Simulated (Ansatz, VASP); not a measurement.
**Zn: VASP beside Ansatz**

File INCAR:

```
SYSTEM = Zn
  ALGO = Normal
  EDIFF = 1E-6
  ENCUT = 520
  GGA = PS
  ISIF = 2
  ISMEAR = -1
  LASPH = .TRUE.
  LCHARG = .FALSE.
  LREAL = .FALSE.
  LWAVE = .FALSE.
  NBANDS = 32
  NELM = 80
  PREC = Accurate
  SIGMA = 0.1
```

File KPOINTS:

```
k-points
0
G
  16 16 4
  0 0 0
```

Contents of POSCAR:

```
Zn
1.0
    2.7068075800      0.0000000000      0.0000000000
   -1.3534037900      2.3441641275      0.0000000000
    0.0000000000      0.0000000000     10.0295113827
Zn
4
Direct
    1.0000000000      0.0000000000      1.0000000000
    1.0000000000      1.0000000000      0.5000000000
    0.3333333333      0.6666666667      0.2500000000
    0.6666666667      0.3333333333      0.7500000000
```

Input for Ansatz:

```yaml
crystal:
  lattice:
    - [2.70680758, 0.0, 0.0]
    - [-1.35340379, 2.3441641275, 0.0]
    - [0.0, 0.0, 10.0295113827]
  atoms:
    - { symbol: Zn, position: [1.0, 0.0, 1.0] }
    - { symbol: Zn, position: [1.0, 1.0, 0.5] }
    - { symbol: Zn, position: [0.3333333333, 0.6666666667, 0.25] }
    - { symbol: Zn, position: [0.6666666667, 0.3333333333, 0.75] }
hamiltonian:
  xc: pbesol
  pseudopotentials:
    kind: paw
    azcp:
      Zn: "pseudopotentials/Zn.paw.azcp"
basis:
  ecutwfc: 420
  fft_grid_basis: typed
kpoints:
  mp_grid: { grid: [16, 16, 4], shift: [0, 0, 0] }
magnetization:
  spin_polarized: false
scf:
  occupations: { method: fermi_dirac, width: 0.1 }
  lower_state_search: "off"
output:
  stress: true
```

Alike in both runs: task single point; functional PBEsol; k mesh 16 × 16 × 4; occupations fermi-dirac, width 0.1 eV; no spin polarisation.

|  | VASP | Ansatz |
| --- | --- | --- |
| version | VASP 6.6.1 | Ansatz 0.2.0 |
| potentials or method | VASP PAW PBE potentials, release 64 (Zn), cutoff 520 eV | plane waves (420 eV) with PAW, scalar-relativistic |
| valence electrons in the cell | 48 | 48 |

Ansatz gave:

```
pressure (GPa)                                                : -7.6
traceless stress, the component that is largest in VASP (GPa) : 1.13
```

Task: Which values does VASP return?

Result: Pressure (GPa): -7.2; traceless stress, the component that is largest in VASP (GPa): 1.00.

VASP's potentials were made for PBE, not for PBEsol, and Ansatz warns of the same on its side. With one functional, cell and mesh, what is left measures potentials, basis and numerics.
